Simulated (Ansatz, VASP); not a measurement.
**Two plane-wave programs on Nb2PdSe5**

```xyz
8
Lattice="6.8862 0.0000 0.0000 -3.4431 5.9636 0.0000 0.0000 0.0000 7.0620" Properties=species:S:1:pos:R:3 pbc="T T T"
Nb    0.0000    3.9758    5.3438
Nb    3.4431    1.9879    5.3438
Pd    0.0000    0.0000    5.5588
Se    0.0000    3.9758    3.0568
Se    3.4431    1.9879    3.0568
Se    2.3254    0.0000    6.3805
Se   -1.1627    2.0139    6.3805
Se    2.2804    3.9497    6.3805
```

Alike in both runs: functional PBE; k mesh 6 × 6 × 4; occupations gaussian, width 0.02 eV; no spin polarisation.

Ansatz relaxed the structure, and its values are those at the end. VASP's run is a single point on that final structure, the one shown.

|  | VASP | Ansatz |
| --- | --- | --- |
| version | VASP 6.6.1 | Ansatz 0.2.0 |
| potentials or method | VASP PAW PBE potentials, release 64 (Nb_sv, Pd, Se), cutoff 520 eV | scalar-relativistic, plane waves, PAW |
| valence electrons in the cell | 66 | 124 |

|  | VASP | Ansatz | Ansatz less VASP |
| --- | --- | --- | --- |
| gap on the k mesh at the Fermi level (eV) | 0.68 | 0.68 | 0.000 |
| least direct gap on the mesh (eV) | 0.81 | 0.81 | +0.003 |
| pressure (GPa) | 0.0 | 0.0 | +0.01 |
| rms of the force components (eV/Å) | 0.004 | 0.001 | -0.0030 |

The functional is the same, so the differences come from potentials, cutoffs and numerics. VASP's potentials hold 66 valence electrons a cell and Ansatz's 124, so a difference there can come from the potentials and not from the codes.
